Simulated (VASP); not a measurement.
# CuAs (P6_3/mmc) in VASP: notebook, part 2 of 2

VASP 6.6.1.

## (4) Single point, LDA (volume 14.225 Å^3 an atom, c/a of the conventional cell 1.2097)

INCAR reads:

```
SYSTEM = CuAs
PREC = Accurate
ENCUT = 520
EDIFF = 1E-6
ISMEAR = 0
SIGMA = 0.15
LREAL = .False.
LASPH = .True.
NELM = 60
ALGO = Normal
ISIF = 2
LWAVE = .False.
LCHARG = .True.
LELF = .True.
LVHAR = .True.
NBANDS = 24
```

KPOINTS reads:

```
regular mesh
0
Gamma
  15 15 10
  0 0 0
```

POSCAR reads:

```
CuAs
1.0
    3.7870524322      0.0000000000      0.0000000000
   -1.8935262161      3.2796836117      0.0000000000
    0.0000000000      0.0000000000      4.5811973272
Cu As
2 2
Direct
    0.0000000000      0.0000000000      0.5000000000
    0.0000000000      0.0000000000      0.0000000000
    0.6666666667      0.3333333333      0.7500000000
    0.3333333333      0.6666666667      0.2500000000
```

Potentials or basis: VASP PAW LDA potentials, release 64 (Cu, As).

Command:

```console
> cat potpaw_LDA.64/Cu/POTCAR potpaw_LDA.64/As/POTCAR > POTCAR
> mpirun -np 1 vasp_std > vasp.out
```

OUTCAR:

```text
SYSTEM = CuAs
   PREC = Accurate
   ENCUT = 520
   EDIFF = 1E-6
   ISMEAR = 0
   LREAL = .False.
   LASPH = .True.
   NELM = 60
   ISIF = 2

 ion  position               nearest neighbor table
   1  0.000  0.000  0.500-   2 2.29   2 2.29   4 2.47   3 2.47   4 2.47   3 2.47   3 2.47   4 2.47

   2  0.000  0.000  0.000-   1 2.29   1 2.29   4 2.47   3 2.47   4 2.47   3 2.47   3 2.47   4 2.47

   3  0.667  0.333  0.750-   1 2.47   2 2.47   1 2.47   2 2.47   1 2.47   2 2.47
   4  0.333  0.667  0.250-   1 2.47   2 2.47   1 2.47   2 2.47   1 2.47   2 2.47

[... 851 lines left out ...]
  --------------------------------------------------------------------------------------
  -------------------------------------------------------------------------------------
  Total        2.0134556      2.0134556      5.7087136     -0.0000000      0.0000000      0.0000000
  in kB       56.6944272     56.6944272    160.7446664     -0.0000000      0.0000000      0.0000000
  external PRESSURE =      91.3778402 kB  Pullay stress =       0.0000000 kB

 VOLUME and BASIS-vectors are now :
 -----------------------------------------------------------------------------
  energy-cutoff  :      520.00
  volume of cell :       56.90
      direct lattice vectors                 reciprocal lattice vectors
     3.787052432  0.000000000  0.000000000     0.264057606  0.152453730  0.000000000
    -1.893526216  3.279683612  0.000000000     0.000000000  0.304907460  0.000000000
     0.000000000  0.000000000  4.581197327     0.000000000  0.000000000  0.218283547

 POSITION                                       TOTAL-FORCE (eV/Angst)
 -----------------------------------------------------------------------------------
      0.00000      0.00000      2.29060        -0.000000      0.000000      0.000000
      0.00000      0.00000      0.00000        -0.000000      0.000000      0.000000
      1.89353      1.09323      3.43590        -0.000000      0.000000      0.000000
     -0.00000      2.18646      1.14530         0.000000     -0.000000      0.000000
 -----------------------------------------------------------------------------------
    total drift:                               -0.000000      0.000000      0.000000

  FREE ENERGIE OF THE ION-ELECTRON SYSTEM (eV)
  ---------------------------------------------------
  free  energy   TOTEN  =       -19.9588729479 eV

  energy  without entropy=      -19.9413088911  energy(sigma->0) =      -19.95009092
```

OSZICAR:

```text
N       E                     dE             d eps       ncg     rms          rms(c)
DAV:   1     0.216445946193E+03    0.21645E+03   -0.13997E+04  7888   0.181E+03
DAV:   2    -0.507508212244E+01   -0.22152E+03   -0.20839E+03  7864   0.332E+02
DAV:   3    -0.224535660528E+02   -0.17378E+02   -0.16307E+02 10408   0.112E+02
DAV:   4    -0.229578939888E+02   -0.50433E+00   -0.50351E+00  9192   0.181E+01
DAV:   5    -0.229671681103E+02   -0.92741E-02   -0.92711E-02 10560   0.221E+00    0.157E+01
DAV:   6    -0.236711167627E+02   -0.70395E+00   -0.38557E+01  9112   0.185E+02    0.117E+01
DAV:   7    -0.200074212706E+02    0.36637E+01   -0.11103E+01  9176   0.976E+01    0.230E+00
DAV:   8    -0.200229952982E+02   -0.15574E-01   -0.13111E+00 12408   0.250E+01    0.216E+00
DAV:   9    -0.199591409152E+02    0.63854E-01   -0.27404E-01 10808   0.135E+01    0.225E-01
DAV:  10    -0.199598184304E+02   -0.67752E-03   -0.12285E-02 11488   0.118E+00    0.224E-01
DAV:  11    -0.199588944705E+02    0.92396E-03   -0.25987E-03 11328   0.172E+00    0.483E-02
DAV:  12    -0.199589130484E+02   -0.18578E-04   -0.62889E-04 12000   0.248E-01    0.377E-02
DAV:  13    -0.199588755741E+02    0.37474E-04   -0.36432E-05 12728   0.162E-01    0.131E-02
DAV:  14    -0.199588730595E+02    0.25146E-05   -0.21019E-05 12520   0.771E-02    0.240E-03
DAV:  15    -0.199588729479E+02    0.11165E-06   -0.59141E-07  4712   0.141E-02
   1 F= -.19958873E+02 E0= -.19950091E+02  d E =-.175641E-01
```

stdout:

```text
POSCAR found type information on POSCAR CuAs
 POSCAR found :  2 types and       4 ions
 scaLAPACK will be used
 LDA part: xc-table for (Slater(with rela. corr.)+CA(PZ))
 , standard interpolation
 POSCAR, INCAR and KPOINTS ok, starting setup
 FFT: planning ... GRIDC
 FFT: planning ... GRID_SOFT
 FFT: planning ... GRID
 WAVECAR not read
 entering main loop
```

Run time: 2.8 min. Hardware: 1 thread of AMD EPYC 9R45 (Zen 5), shared host; peak memory 0.27 GiB.

What came out:

| Quantity | Value |
| --- | --- |
| Free energy | -19.9589 eV |
| Pressure | 9.1 GPa |
| Band gap on the k mesh | zero (band 16 reaches 9.04 eV, above the bottom of band 17 at 7.07 eV) |

## (5) Summary

```tsv
cell	gap on the mesh (eV)	pressure (GPa)
a = 3.493, b = 3.493, c = 5.385 Å, angles 90.0, 90.0, 120.0°, 4 atoms	none	9.8
a = 3.637, b = 3.637, c = 4.967 Å, angles 90.0, 90.0, 120.0°, 4 atoms	none	8.8
a = 3.787, b = 3.787, c = 4.581 Å, angles 90.0, 90.0, 120.0°, 4 atoms	none	9.1
```

Alike in all rows: task single point; level LDA; potentials or basis VASP PAW LDA potentials, release 64 (Cu, As); no spin polarisation; k mesh 15 × 15 × 10; cutoff (eV) 520; smearing gaussian 0.15 eV.

Total energies depend on the potentials used, so only differences within one code and one set of settings carry meaning.
